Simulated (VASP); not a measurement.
Set up this calculation in VASP 6.6.1, as the native input.

| Property | Result |
| --- | --- |
| Task | single point |
| Functional | PBEsol |
| Potentials or basis | VASP PAW PBE potentials, release 64 (Sn_d, Te) |
| Cutoff | 500 eV |
| k mesh | 10 × 10 × 10 |
| Occupations | gaussian, width 0.03 eV |
| Spin | no spin polarisation |
| Dipole correction | no |
| Further INCAR settings | ALGO = Normal; EDIFF = 1e-06; NBANDS = 17 |

The structure of SnTe lies in POSCAR:

```
SnTe
1.0
    0.0000000000      3.3143250000      3.0775875000
    3.3143250000      0.0000000000      3.0775875000
    3.3143250000      3.3143250000      0.0000000000
Sn Te
1 1
Direct
    0.0000000000      0.0000000000      0.0000000000
    0.5000000000      0.5000000000      0.5000000000
```

This cell differs from its parent crystal: strain +0.050 along x and y, -0.025 along z.

One way to write it, as run:

INCAR

```
SYSTEM = SnTe
PREC = Accurate
ENCUT = 500
EDIFF = 1E-6
ISMEAR = 0
SIGMA = 0.03
LREAL = .FALSE.
LASPH = .TRUE.
NELM = 120
ALGO = Normal
ISIF = 2
LWAVE = .FALSE.
LCHARG = .FALSE.
GGA = PS
NBANDS = 17
GGA_COMPAT = .FALSE.
```

KPOINTS

```
Automatic mesh
0
G
  10 10 10
  0 0 0
```

Potentials or basis: VASP PAW PBE potentials, release 64 (Sn_d, Te).

Command:

```console
$ cat potpaw_PBE.64/Sn_d/POTCAR potpaw_PBE.64/Te/POTCAR > POTCAR
$ mpirun -np 1 vasp_std > vasp.out
```

Results of the run:

- Pressure: -2.7 GPa
- Band gap on the k mesh: 0.14 eV

Caveat: the cell differs from its parent crystal (strain +0.050 along x and y, -0.025 along z); the stress differs along the axes, from -5 to 3 GPa; semilocal functionals underestimate gaps, and a narrow one can read as zero; the PAW data sets were made with another functional, which shifts forces and pressure a little; spin-orbit coupling is left out, which moves the levels of the heavy elements.

Run time: 48 s on 1 thread of AMD EPYC 9R45 96-Core Processor (Zen 5), on a shared host, peak memory 0.25 GiB.
